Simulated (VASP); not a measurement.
## Pt: relaxation of cell and atoms with PBEsol

Crystal: Pt.

```xyz
1
Lattice="0.0000 1.9609 1.9609 1.9609 0.0000 1.9609 1.9609 1.9609 0.0000" Properties=species:S:1:pos:R:3 pbc="T T T"
Pt    0.0000    0.0000    0.0000
```

```yaml
Program: VASP 6.6.1
Task: relaxation of cell and atoms
Functional: PBEsol
Potentials_or_basis: VASP PAW PBE potentials, release 64 (Pt)
Cutoff: 600 eV
k_mesh: 12 × 12 × 12
Occupations: fermi-dirac, width 0.05 eV
Spin: no spin polarisation
Dipole_correction: no
Further_INCAR_settings: ALGO = Normal; EDIFF = 1e-06; IBRION = 2; EDIFFG = -0.01; NSW = 60; ISIF = 3
```

The relaxed volume is 15.03 Å³/atom, the relaxed cell is a = 2.770 Å, b = 2.770 Å, c = 2.770 Å, α = 60.00°, β = 60.00°, γ = 60.00° and the space group after relaxing (to 0.05 Å) is Fm-3m (No. 225). The energy gained by relaxing is 0.1 meV/atom. The ionic steps are 3 and the pressure after relaxing is 0.0 GPa. The band gap on the k mesh is zero (band 5 reaches 11.67 eV, above the bottom of band 6 at 9.43 eV).

The path:
| step | energy change (eV) | largest force (eV/Å) | pressure (GPa) | volume (Å³) |
| --- | --- | --- | --- | --- |
| 1 | 0.0000 | 0.0000 | -0.92 | 15.08 |
| 2 | 0.0010 | 0.0000 | 2.75 | 14.89 |
| 3 | -0.0001 | 0.0000 | 0.03 | 15.03 |

Final structure:
```
CELL_PARAMETERS angstrom
0.00000 1.95877 1.95877
1.95877 0.00000 1.95877
1.95877 1.95877 0.00000
ATOMIC_POSITIONS crystal
Pt 0.00000 0.00000 0.00000
```

Levels at points of the mesh, in eV from the Fermi level:
```csv
k point,band 3,band 4,band 5,band 6,band 7,band 8
"(0.00, 0.00, 0.00)",-3.84,-3.84,-1.65,-1.65,14.59,19.57
"(0.50, 0.00, 0.00)",-3.90,-0.59,0.03,0.03,5.81,14.14
"(0.50, 0.50, 0.00)",0.00,0.48,0.48,1.68,8.85,11.32
```

Wall time 23 s on 1 thread of AMD EPYC 7R43 64-Core Processor (Zen 3), on a shared host, peak memory 0.11 GiB.

Caveat: the PAW data sets were made with another functional, which shifts forces and pressure a little; spin-orbit coupling is left out, which moves the levels of the heavy elements.
